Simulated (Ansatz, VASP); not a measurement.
# TiC in VASP and in Ansatz

```
Ti C
1.0
     3.08798    0.00000    0.00000
    -1.54399    2.67427    0.00000
     0.00000    0.00000    9.87715
Ti C
4 4
Direct
  0.66667 0.33333 0.75000
  0.00000 0.00000 0.00000
  0.33333 0.66667 0.25000
  0.00000 0.00000 0.50000
  0.33333 0.66667 0.87601
  0.66667 0.33333 0.12399
  0.66667 0.33333 0.37601
  0.33333 0.66667 0.62399
```

Alike in both runs: functional PBE; k mesh 6 × 6 × 2; occupations gaussian, width 0.1 eV; no spin polarisation.

Ansatz relaxed the structure, and its values are those at the end. VASP's run is a single point on that final structure, the one shown.

|  | VASP | Ansatz |
| --- | --- | --- |
| version | VASP 6.6.1 | Ansatz 0.2.0 |
| potentials or method | VASP PAW PBE potentials, release 64 (Ti_sv, C), cutoff 520 eV | scalar-relativistic, plane waves, PAW |
| valence electrons in the cell | 64 | 64 |

|  | VASP | Ansatz | Ansatz less VASP |
| --- | --- | --- | --- |
| gap on the k mesh at the Fermi level (eV) | none | none | - |
| pressure (GPa) | 0.0 | -0.1 | -0.13 |

A gap of «none» marks a metal or a gap that the smearing closes.

The k mesh is coarse, so the values compare programs but aren't converged.
